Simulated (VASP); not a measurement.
# Ag (R-3m) in VASP: relaxation of cell and atoms with PBE

Aim: the relaxation of cell and atoms of Ag with PBE.

All numbers are computed with VASP 6.6.1; they aren't measurements. Logs are shortened: lines on timing, memory, paths and dates and some standing lists are left out, and cuts for length are marked.

## 1. The cell of the first run

It takes space group R-3m (No. 166, trigonal). The conventional cell has a = 3.562 Å, b = 3.562 Å, c = 9.909 Å, α = 90.00°, β = 90.00°, γ = 120.00°. Ag (site symmetry 3m) has 6 Ag at 2.38 to 2.94 Å within 3.1 Å.

## 2. Relaxation of cell and atoms, PBE

Input file INCAR:

```
  ALGO = Normal
  EDIFF = 1E-7
  EDIFFG = -0.04
  ENCUT = 600
  GGA = PE
  IBRION = 2
  ISIF = 3
  ISMEAR = 0
  LASPH = T
  LCHARG = F
  LREAL = F
  LWAVE = F
  NELM = 100
  NSW = 90
  PREC = Accurate
  SIGMA = 0.1
```

Input file KPOINTS:

```
k-points
0
Gamma
  6 6 6
```

Input file POSCAR:

```
Ag
1.0
    1.7811574777      1.0283517492      3.3029429939
   -1.7811574777      1.0283517492      3.3029429939
    0.0000000000     -2.0567034984      3.3029429939
Ag
2
Direct
    0.2275400000      0.2275400000      0.2275400000
    0.7724600000      0.7724600000      0.7724600000
```

Potentials or basis: VASP PAW PBE potentials, release 64 (Ag).

Started as:

```console
cat potpaw_PBE.64/Ag/POTCAR > POTCAR
mpirun -np 1 vasp_std > vasp.out
```

OUTCAR:

```text
EDIFF = 1E-7
   EDIFFG = -0.04
   ENCUT = 600
   GGA = PE
   IBRION = 2
   ISIF = 3
   ISMEAR = 0
   LASPH = T
   LREAL = F
   NELM = 100
   NSW = 90
   PREC = Accurate

 ion  position               nearest neighbor table
   1  0.228  0.228  0.228-   2 2.38   2 2.38   2 2.38   2 2.94   2 2.94   2 2.94
   2  0.772  0.772  0.772-   1 2.38   1 2.38   1 2.38   1 2.94   1 2.94   1 2.94

  LATTYP: Found a trigonal (rhomboedric) cell.
 ALAT       =     3.8909461191
 COS(alpha) =     0.5808936906

  Lattice vectors:

 A1 = (   1.7811574777,   1.0283517492,   3.3029429939)
 A2 = (  -1.7811574777,   1.0283517492,   3.3029429939)
 A3 = (   0.0000000000,  -2.0567034984,   3.3029429939)

Analysis of symmetry for initial positions (statically):
=====================================================================
 Subroutine PRICEL returns:
 Original cell was already a primitive cell.

 Routine SETGRP: Setting up the symmetry group for a
 trigonal (rhombohedral) supercell.

 Subroutine GETGRP returns: Found 12 space group operations
 (whereof 12 operations were pure point group operations)
 out of a pool of 12 trial point group operations.

The static configuration has the point symmetry D_3d.

Analysis of symmetry for dynamics (positions and initial velocities):
=====================================================================
 Subroutine PRICEL returns:
 Original cell was already a primitive cell.

 Routine SETGRP: Setting up the symmetry group for a
 trigonal (rhombohedral) supercell.

 Subroutine GETGRP returns: Found 12 space group operations
 (whereof 12 operations were pure point group operations)
 out of a pool of 12 trial point group operations.

The dynamic configuration has the point symmetry D_3d.

 Subroutine INISYM returns: Found 12 space group operations
 (whereof 12 operations are pure point group operations),
 and found     1 'primitive' translations

----------------------------------------------------------------------------------------

                                     Primitive cell

  volume of cell :      36.2991

  direct lattice vectors                    reciprocal lattice vectors
     1.781157478  1.028351749  3.302942994     0.280716335  0.162071652  0.100920099
    -1.781157478  1.028351749  3.302942994    -0.280716335  0.162071652  0.100920099
     0.000000000 -2.056703498  3.302942994     0.000000000 -0.324143304  0.100920099

  length of vectors
     3.890946119  3.890946119  3.890946119     0.339490424  0.339490424  0.339490424

  position of ions in fractional coordinates (direct lattice)
     0.227540000  0.227540000  0.227540000
     0.772460000  0.772460000  0.772460000

  ion indices of the primitive-cell ions
   primitive index   ion index
                 1           1
                 2           2

----------------------------------------------------------------------------------------

 KPOINTS: k-points

Automatic generation of k-mesh.
 Grid dimensions read from file:
 generate k-points for:    6    6    6

 Generating k-lattice:

  Cartesian coordinates                     Fractional coordinates (reciprocal lattice)
     0.046786056  0.027011942  0.016820016     0.166666667 -0.000000000 -0.000000000
    -0.046786056  0.027011942  0.016820016    -0.000000000  0.166666667 -0.000000000
     0.000000000 -0.054023884  0.016820016    -0.000000000 -0.000000000  0.166666667

  Length of vectors
     0.056581737  0.056581737  0.056581737

  Shift w.r.t. Gamma in fractional coordinates (k-lattice)
     0.000000000  0.000000000  0.000000000

 Subroutine IBZKPT returns following result:
 ===========================================

 Found     32 irreducible k-points:

 Following reciprocal coordinates:
            Coordinates               Weight
  0.000000  0.000000  0.000000      1.000000
  0.166667  0.000000  0.000000      6.000000
  0.333333  0.000000  0.000000      6.000000
  0.500000  0.000000  0.000000      3.000000
  0.166667  0.166667  0.000000      6.000000
  0.333333  0.166667  0.000000     12.000000
[... 16 lines left out ...]
  0.500000  0.500000  0.166667      6.000000
 -0.333333  0.500000  0.166667     12.000000
 [... further k-points ...]
   k-points           NKPTS =     32   k-points in BZ     NKDIM =     32   number of bands    NBANDS=     15
   number of dos      NEDOS =    301   number of ions     NIONS =      2
   total plane-waves  NPLWV =  32768
   dimension x,y,z NGX =    32 NGY =   32 NGZ =   32
   dimension x,y,z NGXF=    64 NGYF=   64 NGZF=   64
   ions per type =               2
   NGX,Y,Z   is equivalent  to a cutoff of  13.67, 13.67, 13.67 a.u.
   NGXF,Y,Z  is equivalent  to a cutoff of  27.34, 27.34, 27.34 a.u.
 SYSTEM =  unknown system
   PREC   = accura    normal or accurate (medium, high low for compatibility)
   ISTART =      0    job   : 0-new  1-cont  2-samecut
   ICHARG =      2    charge: 1-file 2-atom 10-const
   ISPIN  =      1    spin polarized calculation?
   LNONCOLLINEAR =      F non collinear calculations
   LSORBIT =      F    spin-orbit coupling
   LASPH  =      T    aspherical Exc in radial PAW
   ENCUT  =  600.0 eV  44.10 Ry    6.64 a.u.   7.77  7.77  7.77*2*pi/ulx,y,z
   NELM   =    100;   NELMIN=  2; NELMDL= -5     # of ELM steps
   EDIFF  = 0.1E-06   stopping-criterion for ELM
   LREAL  =      F    real-space projection
   EDIFFG = -.4E-01   stopping-criterion for IOM
   NSW    =     90    number of steps for IOM
   IBRION =      2    ionic relax: 0-MD 1-quasi-New 2-CG
   NFREE  =      1    steps in history (QN), initial steepest desc. (CG)
   ISIF   =      3    stress and relaxation
   ISYM   =      2    0-nonsym 1-usesym 2-fastsym
   POTIM  = 0.5000    time-step for ionic-motion
   TEBEG  =    0.0;   TEEND  =   0.0 temperature during run
   PSTRESS=    0.0 pullay stress
   NELECT =      22.0000    total number of electrons
   NUPDOWN=      -1.0000    fix difference up-down
   EMIN   =  10.00;   EMAX   =-10.00  energy-range for DOS
   EFERMI =   0.00;   METHOD = LEGACY
   ISMEAR =     0;   SIGMA  =   0.10  broadening in eV -4-tet -1-fermi 0-gaus
   EFERMI_NEDOS =   21; number of points for ismear=-14 and -15
   IALGO  =     38    algorithm
   IMIX   =      4    mixing-type and parameters
     AMIX     =   0.40;   BMIX     =  1.00
     AMIX_MAG =   1.60;   BMIX_MAG =  1.00
  volume/ion in A,a.u.               =      18.15       122.48
  Fermi-wavevector in a.u.,A,eV,Ry     =   1.385427  2.618077 26.115127  1.919408
  Thomas-Fermi vector in A             =   2.509838
   LORBIT       =      0    0 simple, 1 ext, 2 COOP (PROOUT), +10 PAW based schemes
   GGA     = PE    functional components
   LHFCALC =     F    Hartree Fock is set to
   AEXX    =    0.0000 exact exchange contribution
   IVDW    =     0    specifies the selected vdW correction
   LEPSILON=     F    determine dielectric tensor
   LRPA    =     F    only Hartree local field effects (RPA)
 conjugate gradient relaxation of ions
 non-spin polarized calculation
 Gauss-broadening in eV      SIGMA  =   0.10
  energy-cutoff  :      600.00
  volume of cell :       36.30
 maximum number of plane-waves:      1228
   NGX = 15   NGY = 15   NGZ = 15

--------------------------------------- Ionic step        1  -------------------------------------------

 number of electron      22.0000000 magnetization

 Free energy of the ion-electron system (eV)
  ---------------------------------------------------
  ext. energy  EPLUGINS =         0.00000000
  ---------------------------------------------------
  free energy    TOTEN  =        -3.63767867 eV

  energy without entropy =       -3.63534040  energy(sigma->0) =       -3.63650954

------------------------ aborting loop because EDIFF is reached ----------------------------------------

  FORCE on cell =-STRESS in cart. coord.  units (eV):
  Direction    XX          YY          ZZ          XY          YZ          ZX
  --------------------------------------------------------------------------------------
  -------------------------------------------------------------------------------------
  Total        6.5032050      6.5032050      4.9359318      0.0000000     -0.0000000     -0.0000000
  in kB      287.0395171    287.0395171    217.8629592      0.0000000     -0.0000000     -0.0000000
  external PRESSURE =     263.9806645 kB  Pullay stress =       0.0000000 kB
[... 21 lines left out ...]
  energy  without entropy=       -3.6353404019  energy(sigma->0) =       -3.63650954

--------------------------------------- Ionic step        2  -------------------------------------------

 number of electron      22.0000006 magnetization

 E-fermi :   3.4846     XC(G=0):  -9.5694

 val. band max:        3.4233162727   @ k =  -0.3333   0.1667   0.1667
 cond. band min:       3.5725465263   @ k =   0.5000   0.5000   0.0000
 fundamental gap:      0.1492302536
 Fermi energy:         3.4846375028

 k-point     1 :       0.0000    0.0000    0.0000
  band No.  band energies     occupation
      1      -1.5758      2.00000
      2      -1.2441      2.00000
      3      -1.2441      2.00000
      4      -0.9672      2.00000
      5      -0.8122      2.00000
      6      -0.8122      2.00000
      7       0.5220      2.00000
      8       0.5220      2.00000
      9       0.5540      2.00000
     10       1.0401      2.00000
     11       1.0401      2.00000
     12       9.2943      0.00000
     13      11.0004      0.00000
     14      11.0004      0.00000
     15      13.4340      0.00000
[... 397 lines left out ...]
 k-point    24 :      -0.3333    0.5000    0.1667
  band No.  band energies     occupation
      1      -0.9741      2.00000
      2      -0.9362      2.00000
      3      -0.8587      2.00000
      4      -0.5116      2.00000
      5      -0.3309      2.00000
      6       0.0373      2.00000
      7       0.0674      2.00000
      8       0.2082      2.00000
      9       0.4497      2.00000
     10       0.5160      2.00000
     11       4.1708      0.00000
     12       4.5147      0.00000
     13       5.1534      0.00000
     14       6.0475      0.00000
     15      11.2989      0.00000

 [... further k-points ...]
[... 5 lines left out ...]
  --------------------------------------------------------------------------------------
  -------------------------------------------------------------------------------------
  Total       -3.0061793     -3.0061793     -2.3748767      0.0000000      0.0000000      0.0000000
  in kB      -88.5949991    -88.5949991    -69.9899052      0.0000000      0.0000000      0.0000000
  external PRESSURE =     -82.3933011 kB  Pullay stress =       0.0000000 kB
[... 53 lines left out ...]
  FREE ENERGIE OF THE ION-ELECTRON SYSTEM (eV)
  ---------------------------------------------------
  free  energy   TOTEN  =        -4.6402410559 eV

  energy  without entropy=       -4.6376154989  energy(sigma->0) =       -4.63892828

[... ionic steps 4 to 28 ...]

--------------------------------------- Ionic step       29  -------------------------------------------

 number of electron      22.0000007 magnetization

------------------------ aborting loop because EDIFF is reached ----------------------------------------

  FORCE on cell =-STRESS in cart. coord.  units (eV):
  Direction    XX          YY          ZZ          XY          YZ          ZX
  --------------------------------------------------------------------------------------
  -------------------------------------------------------------------------------------
  Total       -0.0617835     -0.0617835     -0.0518428      0.0000000      0.0000000      0.0000000
  in kB       -2.7534288     -2.7534288     -2.3104143      0.0000000      0.0000000      0.0000000
  external PRESSURE =      -2.6057573 kB  Pullay stress =       0.0000000 kB
[... 57 lines left out ...]
  energy  without entropy=       -5.3547770761  energy(sigma->0) =       -5.35641072

--------------------------------------- Ionic step       31  -------------------------------------------

 number of electron      22.0000007 magnetization

 Free energy of the ion-electron system (eV)
  ---------------------------------------------------
  ext. energy  EPLUGINS =         0.00000000
  ---------------------------------------------------
  free energy    TOTEN  =        -5.35820871 eV

  energy without entropy =       -5.35493055  energy(sigma->0) =       -5.35656963

 E-fermi :   7.6000     XC(G=0): -11.9069

 val. band max:        7.4122674708   @ k =   0.5000   0.1667   0.0000
 cond. band min:       7.6330070190   @ k =   0.5000   0.3333   0.1667
 fundamental gap:      0.2207395482
 Fermi energy:         7.5999929408

 k-point     1 :       0.0000    0.0000    0.0000
  band No.  band energies     occupation
      1       0.3422      2.00000
      2       1.6836      2.00000
      3       3.0467      2.00000
      4       3.0467      2.00000
      5       3.0842      2.00000
      6       3.0842      2.00000
      7       3.2537      2.00000
      8       4.0769      2.00000
      9       4.0769      2.00000
     10       4.8365      2.00000
     11       4.8365      2.00000
     12       7.7274      0.07156
     13      11.5244      0.00000
     14      22.5835      0.00000
     15      24.5728      0.00000
[... 397 lines left out ...]
 k-point    24 :      -0.3333    0.5000    0.1667
  band No.  band energies     occupation
      1       1.8849      2.00000
      2       2.0043      2.00000
      3       2.1594      2.00000
      4       2.8616      2.00000
      5       3.5459      2.00000
      6       3.7308      2.00000
      7       4.1447      2.00000
      8       4.3575      2.00000
      9       4.8282      2.00000
     10       4.8801      2.00000
     11       8.2839      0.00000
     12       8.9784      0.00000
     13      12.0144      0.00000
     14      15.0016      0.00000
     15      16.4960      0.00000

 [... further k-points ...]
[... 5 lines left out ...]
  --------------------------------------------------------------------------------------
  -------------------------------------------------------------------------------------
  Total       -0.0211993     -0.0211993     -0.0145691     -0.0000000      0.0000000      0.0000000
  in kB       -0.9466995     -0.9466995     -0.6506122     -0.0000000      0.0000000      0.0000000
  external PRESSURE =      -0.8480037 kB  Pullay stress =       0.0000000 kB
[... 17 lines left out ...]
  FREE ENERGIE OF THE ION-ELECTRON SYSTEM (eV)
  ---------------------------------------------------
  free  energy   TOTEN  =        -5.3582087104 eV

  energy  without entropy=       -5.3549305514  energy(sigma->0) =       -5.35656963

 reached required accuracy - stopping structural energy minimisation
```

It took 13 min on 1 thread of Intel Xeon 8259CL, shared host; peak memory 0.2 GiB.

What came out:

```yaml
Free_energy: -5.3582 eV
Relaxed_volume: 17.94 Å³/atom
Relaxed_cell: a = 4.996 Å, b = 4.996 Å, c = 4.996 Å, α = 34.60°, β = 34.60°, γ = 34.60°
Space_group_after_relaxing_to_0.1_Å: R-3m (No. 166)
Energy_gained_by_relaxing: 860.3 meV/atom
Ionic_steps: 31
Pressure_after_relaxing: -0.1 GPa
Largest_force_after_relaxing: 0.025 eV/Å
Band_gap_on_the_k_mesh: zero (bands 11 and 12 overlap by 6.61 eV)
```

Forces on the atoms (eV/Å):
```
Ag   0.000  0.000  0.025
Ag   0.000  0.000 -0.025
```

Step by step:
```
step  energy change (eV)  largest force (eV/Å)  pressure (GPa)  volume (Å³)
   1              0.0000                4.4854           26.40        36.30
   2             -0.6749                0.0165           -8.24        54.36
   3             -1.0026                0.7819           -3.58        45.29
   4             -1.0033                0.8253           -3.28        45.05
   5             -1.0034                0.8716           -2.96        44.80
   6             -1.1075                0.6406           -1.86        42.91
   7             -1.1778                0.0015            1.56        40.18
   8             -1.2179                0.2691            0.14        40.68
   9             -1.2729                0.9795           -2.65        41.91
  10             -1.2756                0.8708           -2.31        41.71
  11             -1.2946                0.8931           -2.58        41.64
  12             -1.3407                0.9450           -3.29        41.38
  13             -1.4226                1.0264           -4.40        40.51
  14             -1.5299                0.9966           -0.19        37.59
  15             -1.5136                1.0672           -3.68        39.30
  16             -1.5409                1.0360           -2.14        38.49
  17             -1.6136                0.8263           -1.66        37.53
  18             -1.6914                0.0912            2.82        34.87
  19             -1.6953                0.2721            1.37        35.42
  20             -1.6956                0.2352            1.64        35.31
  21             -1.7116                0.0513           -0.33        36.00
  22             -1.7126                0.0139           -0.93        36.25
  23             -1.7165                0.0522           -0.03        35.83
  24             -1.7174                0.0904            0.88        35.48
  25             -1.7191                0.0902            0.86        35.52
  26             -1.7191                0.0902            0.83        35.53
  27             -1.7204                0.0507           -0.07        35.87
  28             -1.7204                0.0477           -0.11        35.90
  29             -1.7203                0.0419           -0.26        35.95
  30             -1.7204                0.0467           -0.15        35.91
  31             -1.7205                0.0247           -0.08        35.88
```

Final structure:
```xyz
2
Lattice="1.4857 0.8578 4.6922 -1.4857 0.8578 4.6922 0.0000 -1.7155 4.6922" Properties=species:S:1:pos:R:3 pbc="T T T"
Ag    0.0000    0.0000    3.5169
Ag    0.0000    0.0000   10.5596
```

Caveat: a cell axis changed by over 15 % at a fixed basis, so the end point is rough.

The gap in the log of VASP goes by the Fermi energy; the results here count the filled bands.